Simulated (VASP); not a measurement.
Crystal: ZnCd2Te3.

```xyz
6
Lattice="4.0575 0.0000 0.0000 0.0000 4.0575 0.0000 0.0000 0.0000 10.0873" Properties=species:S:1:pos:R:3 pbc="T T T"
Zn    0.0000    0.0000    0.0000
Cd    2.0288    0.0000    5.0436
Cd    0.0000    2.0288    5.0436
Te    2.0288    2.0288    6.9669
Te    2.0288    2.0288    3.1203
Te    2.0288    2.0288    0.0000
```

The cell was generated, and may not be a known phase.

```yaml
Program: VASP 6.6.1
Task: relaxation of cell and atoms
Functional: PBE
Potentials_or_basis: VASP PAW PBE potentials, release 64 (Zn, Cd, Te)
Cutoff: 600 eV
k_mesh: 4 × 4 × 2
Occupations: gaussian, width 0.1 eV
Spin: no spin polarisation
```

At the start: pressure 10.6 GPa; volume 27.68 Å³/atom.

Problem. How do energy, volume and symmetry change on relaxing?

Solution. Over 9 steps the energy falls by 168.8 meV/atom and the volume is 32.44 Å³/atom (+17.2 %); space group P4/mmm (No. 123, to 0.1 Å) before and after.

The path:
| step | energy change (eV) | largest force (eV/Å) | pressure (GPa) | volume (Å³) |
| --- | --- | --- | --- | --- |
| 1 | 0.0000 | 2.4062 | 10.58 | 166.07 |
| 2 | -0.7433 | 0.4630 | -3.14 | 213.95 |
| 3 | -0.9868 | 0.1794 | -0.06 | 194.93 |
| 4 | -0.9866 | 0.2077 | 0.09 | 194.32 |
| 5 | -1.0033 | 0.1928 | 0.08 | 194.57 |
| 6 | -1.0081 | 0.1760 | 0.11 | 194.76 |
| 7 | -1.0110 | 0.0847 | -0.15 | 195.52 |
| 8 | -1.0113 | 0.0533 | -0.22 | 195.79 |
| 9 | -1.0131 | 0.0266 | -0.10 | 194.66 |

Final structure:
```
Zn Cd Te
1.0
     4.29169    0.00000    0.00000
     0.00000    4.29169    0.00000
     0.00000    0.00000   10.56842
Zn Cd Te
1 2 3
Direct
  0.00000 0.00000 0.00000
  0.50000 0.00000 0.50000
  0.00000 0.50000 0.50000
  0.50000 0.50000 0.70189
  0.50000 0.50000 0.29811
  0.50000 0.50000 0.00000
```

Caveat: the k points lie up to 0.37 Å⁻¹ apart in the final cell, too coarse for converged energies and pressures of a metal; the volume moved by over 15 % at a fixed basis, so the end points are rough.
